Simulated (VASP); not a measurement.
Input of a VASP 6.6.1 run:

INCAR

```
SYSTEM = Hf
PREC = Accurate
ENCUT = 520
EDIFF = 1E-6
ISMEAR = 0
SIGMA = 0.15
LREAL = .False.
LASPH = .True.
NELM = 100
ALGO = Fast
ISIF = 2
LWAVE = .False.
LCHARG = .False.
GGA = PS
NBANDS = 17
```

Contents of KPOINTS:

```
regular mesh
0
Gamma
  18 18 10
  0 0 0
```

The input POSCAR:

```
Hf
1.0
    3.1966985242      0.0000000000      0.0000000000
   -1.5983492621      2.7684221302      0.0000000000
    0.0000000000      0.0000000000      5.0578000000
Hf
2
Direct
    0.3333333333      0.6666666667      0.1906856736
    0.6666666667      0.3333333333      0.7500000000
```

Potentials or basis: VASP PAW PBE potentials, release 64 (Hf_pv).

Command:

```console
$ cat potpaw_PBE.64/Hf_pv/POTCAR > POTCAR
$ mpirun -np 1 vasp_std > vasp.out
```

**Question.** What does it give for the pressure?

**Answer.** -0.3 GPa.

**Question.** Predict the band gap on the k mesh.

**Answer.** Zero (bands 10 and 11 overlap by 1.37 eV).

Stress tensor (GPa, compression positive):
```
-1.81  0.00  0.00
 0.00 -1.81  0.00
 0.00  0.00  2.81
```

Caveat: the cell differs from its parent crystal (atom 1 (Hf) moved by (+0.000, -0.300) A along [1 1 0] and z); the PAW data sets were made with another functional, which shifts forces and pressure a little; spin-orbit coupling is left out, which moves the levels of the heavy elements.
